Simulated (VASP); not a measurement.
Set up this calculation in VASP 6.6.1, as the native input.

```yaml
Task: single point
Functional: LDA
Potentials_or_basis: VASP PAW LDA potentials, release 64 (Al, Fe)
Cutoff: 520 eV
k_mesh: 8 × 8 × 8
Occupations: fermi-dirac, width 0.05 eV
Spin: collinear spin, ferromagnetic start
Starting_moments: "[0.0, 3.5] μB"
Dipole_correction: no
Further_INCAR_settings: ALGO = Normal; EDIFF = 1e-06; NBANDS = 16
```

The structure of AlFe lies in POSCAR:

```
AlFe
1.0
    2.8175077556      0.0000000000      0.0000000000
    0.0000000000      2.8175077556      0.0000000000
    0.0000000000      0.0000000000      2.8175077556
Al Fe
1 1
Direct
    0.0000000000      0.0000000000      0.0000000000
    0.5000000000      0.5000000000      0.5000000000
```

One way to write it, as run:

INCAR

```
ALGO = Normal
EDIFF = 1E-6
ENCUT = 520
GGA = CA
ISIF = 2
ISMEAR = -1
ISPIN = 2
LASPH = True
LCHARG = False
LMAXMIX = 4
LORBIT = 11
LREAL = False
LWAVE = False
MAGMOM = 0 3.5
NBANDS = 16
NELM = 150
PREC = Accurate
SIGMA = 0.05
```

KPOINTS

```
k-points
0
Gamma
  8 8 8
```

Potentials or basis: VASP PAW LDA potentials, release 64 (Al, Fe).

The run is started by

```bash
$ cat potpaw_LDA.64/Al/POTCAR potpaw_LDA.64/Fe/POTCAR > POTCAR
$ mpirun -np 1 vasp_std > vasp.out
```

It gave:

* Pressure: 0.4 GPa
* Net moment: 0.71 μB per cell
* Site moments: Al -0.02; Fe +0.72 μB
* Valence electrons inside the program's atomic spheres: Al 0.88; Fe 7.57

Wall time 37 s on 1 thread of Intel Xeon 8259CL (shared host), peak memory 0.15 GiB.
